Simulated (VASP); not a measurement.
MnSn3:

```xyz
4
Lattice="0.0000 3.6684 3.6684 3.6684 0.0000 3.6684 3.6684 3.6684 0.0000" Properties=species:S:1:pos:R:3 pbc="T T T"
Sn    1.8342    1.8342    1.8342
Sn    5.5027    5.5027    5.5027
Sn    3.6684    3.6684    3.6684
Mn    0.0000    0.0000    0.0000
```

Base run:

```yaml
Program: VASP 6.6.1
Functional: PBE
Potentials_or_basis: VASP PAW PBE potentials, release 64 (Sn_d, Mn_pv)
Cutoff: 520 eV
k_mesh: 10 × 10 × 10
Occupations: gaussian, width 0.1 eV
Spin: no spin polarisation
```

Its results: pressure -6.5 GPa.

The run is repeated on the same cell with these changes: spin from no spin polarisation to collinear spin, ferromagnetic start; further incar settings from ALGO = Fast; EDIFF = 1e-06; NBANDS = 36 to ALGO = Fast; EDIFF = 1e-06; NBANDS = 40. What comes out?

Pressure -4.0 GPa; net moment -0.43 μB per cell; site moments Sn +0.05, -0.01 (each value once); Mn -0.60 μB.

Caveats: the cell stands under tension.
